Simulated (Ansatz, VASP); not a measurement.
# One calculation of BaBCl3, two programs

```
Ba B Cl
1.0
     6.27118    0.00000    0.00000
    -3.13559    5.43100    0.00000
     0.00000    0.00000    6.35195
Ba B Cl
1 1 3
Direct
  0.00000 0.00000 0.50000
  0.00000 0.00000 0.00000
  0.50000 0.00000 0.50000
  0.00000 0.50000 0.50000
  0.50000 0.50000 0.50000
```

Alike in both runs: functional PBE; k mesh 6 × 6 × 6; occupations gaussian, width 0.1 eV; no spin polarisation.

Ansatz relaxed the structure, and its values are those at the end. VASP's run is a single point on that final structure, the one shown.

|  | VASP | Ansatz |
| --- | --- | --- |
| version | VASP 6.6.1 | Ansatz 0.2.0 |
| potentials or method | VASP PAW PBE potentials, release 64 (Ba_sv, B, Cl), cutoff 520 eV | scalar-relativistic, plane waves, PAW |
| valence electrons in the cell | 34 | 34 |

VASP gave:

```
gap on the k mesh at the Fermi level (eV) : none
pressure (GPa)                            : 0.2
```

Which values does Ansatz return?

gap on the k mesh at the Fermi level (eV): none; pressure (GPa): 0.0.

A gap of «none» marks a metal or a gap that the smearing closes.

Spin-orbit coupling is off throughout.
